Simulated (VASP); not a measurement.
Write the native input for VASP 6.6.1 that does the following.

* Task: single point
* Functional: PBE
* Potentials or basis: VASP PAW PBE potentials, release 64 (Si, O)
* Cutoff: 520 eV
* k mesh: 6 × 6 × 8
* Occupations: gaussian, width 0.05 eV
* Spin: no spin polarisation
* Dipole correction: no
* Further INCAR settings: ALGO = Normal; EDIFF = 1e-06; NBANDS = 25

The structure of SiO2 lies in POSCAR:

```
SiO2
1.0
    4.1088000000      0.0000000000      0.0000000000
    0.0000000000      4.1088000000      0.0000000000
    0.0000000000      0.0000000000      2.8512000000
Si O
2 4
Direct
    0.5000000000      0.5000000000      0.5000000000
    0.0000000000      0.0000000000      0.0000000000
    0.6930127928      0.6930127928      0.0000000000
    0.1930127928      0.8069872072      0.5000000000
    0.3069872072      0.3069872072      0.0000000000
    0.8069872072      0.1930127928      0.5000000000
```

One way to write it, as run:

INCAR

```
SYSTEM = SiO2
ALGO     = Normal         ! electronic algorithm
EDIFF    = 1E-6           ! SCF threshold, eV
ENCUT    = 520            ! plane-wave cutoff, eV
GGA      = PE             ! functional
ISIF     = 2              ! what is computed and relaxed
ISMEAR   = 0              ! smearing method
LASPH    = .True.         ! aspherical terms in the spheres
LCHARG   = .False.        ! write CHGCAR
LREAL    = .False.        ! projectors in reciprocal space
LWAVE    = .False.        ! write WAVECAR
NBANDS   = 25             ! bands
NELM     = 100            ! most SCF steps
PREC     = Accurate       ! precision mode
SIGMA    = 0.05           ! smearing width, eV
```

KPOINTS

```
k-points
0
Gamma
  6 6 8
  0 0 0
```

Potentials or basis: VASP PAW PBE potentials, release 64 (Si, O).

Command:

```sh
$ cat potpaw_PBE.64/Si/POTCAR potpaw_PBE.64/O/POTCAR > POTCAR
$ mpirun -np 1 vasp_std > vasp.out
```

Results of the run:

```json
{
  "Pressure": "-1.7 GPa",
  "Largest force": "0.604 eV/Å",
  "Band gap on the k mesh": "4.69 eV, direct"
}
```

Run time: 32 s on 1 thread of Intel(R) Xeon(R) Platinum 8375C CPU @ 2.90GHz (Ice Lake), on a shared host, peak memory 0.18 GiB.
